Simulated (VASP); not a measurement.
Runs of VASP 6.6.1 on InO2. The structure is that of space group P-6m2 (No. 187), or close to it. The cells are those of the table. 

| task | spin | cell | k mesh | cutoff (eV) | gap on the mesh (eV) | pressure (GPa) | moment (μB) | relaxed volume (Å³/atom) | largest force (eV/Å) |
| --- | --- | --- | --- | --- | --- | --- | --- | --- | --- |
| single point | off | a = 3.301, b = 3.301, c = 4.398 Å, angles 90.0, 90.0, 120.0°, 3 atoms | 18 × 18 × 10 | 520 | none | 0.3 | - | - | 0.06 |
| single point | collinear, ferromagnetic start | a = 3.294, b = 3.294, c = 4.349 Å, angles 90.0, 90.0, 120.0°, 3 atoms | 12 × 12 × 2 | 520 | none | 0.3 | (b) | - | (a) |
| single point | off | a = 3.304, b = 3.304, c = 4.405 Å, angles 90.0, 90.0, 120.0°, 3 atoms | 6 × 6 × 4 | 520 | none | 0.4 | - | - | 0.05 |
| single point | collinear, ferromagnetic start | a = 2.390, b = 2.390, c = 11.763 Å, angles 90.0, 90.0, 120.0°, 3 atoms | 12 × 12 × 2 | 520 | none | - | 1.00 | - | 13.09 |
| relaxation of cell and atoms | off | relaxed from a = 3.294, b = 3.294, c = 4.349 Å, angles 90.0, 90.0, 120.0°, 3 atoms | 6 × 6 × 4 | 600 | none | -0.1 | - | 13.90 | 0.01 |
| relaxation of cell and atoms | off | relaxed from a = 3.304, b = 3.304, c = 4.405 Å, angles 90.0, 90.0, 120.0°, 3 atoms | 18 × 18 × 10 | 600 | none | 0.0 | - | 13.83 | - |
| single point | off | a = 2.390, b = 2.390, c = 11.763 Å, angles 90.0, 90.0, 120.0°, 3 atoms | 12 × 12 × 2 | 520 | none | - | - | - | 12.98 |

Alike in all rows: level PBE; potentials or basis VASP PAW PBE potentials, release 64 (In_d, O); smearing gaussian 0.1 eV.

Question: Fill in the values left out.

Answer: (a) 0.07; (b) 0.00.

Caveats: some runs use coarse meshes; spin-orbit coupling is left out, which moves the levels of the heavy elements; an odd number of electrons without spin polarisation forces a metal (some runs); a magnetic or distorted state may lie lower (some runs).

A k mesh can miss the band edges, and the runs leave out spin-orbit coupling on In.

A gap of «none» marks levels without a gap at the run's occupations.
